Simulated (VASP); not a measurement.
Here is a VASP 6.6.1 calculation.

The input INCAR:

```
SYSTEM = C
  PREC = Accurate
  ENCUT = 520
  EDIFF = 1E-7
  ISMEAR = 0
  SIGMA = 0.15
  LREAL = .False.
  LASPH = .True.
  NELM = 60
  ALGO = Normal
  ISIF = 2
  LWAVE = .False.
  LCHARG = .True.
  GGA = PS
  IVDW = 12
  LELF = .True.
  LVHAR = .True.
  NBANDS = 16
```

The input KPOINTS:

```
regular mesh
0
Gamma
  21 21 8
  0 0 0
```

POSCAR

```
C
1.0
    2.5359406010      0.0000000000      0.0000000000
   -1.2679703005      2.1961889829      0.0000000000
    0.0000000000      0.0000000000      6.6269199786
C
4
Direct
    0.0000000000      0.0000000000      0.0025000000
    0.0000000000      0.0000000000      0.5025000000
    0.3333333333      0.6666666667      0.0025000000
    0.6666666667      0.3333333333      0.5025000000
```

Potentials or basis: VASP PAW PBE potentials, release 64 (C).

Launch:

```console
$ cat potpaw_PBE.64/C/POTCAR > POTCAR
$ mpirun -np 1 vasp_std > vasp.out
```

Question: Estimate the band gap on the k mesh.

Answer: Zero (bands 8 and 9 overlap by 0.04 eV).

Question: Estimate the dispersion energy per atom.

Answer: -0.109 eV.

Stress tensor (GPa, compression positive):
```
-34.94   0.00   0.00
  0.00 -34.94   0.00
  0.00   0.00  -0.15
```

Caveat: the cell stands under tension; the PAW data sets were made with another functional, which shifts forces and pressure a little.
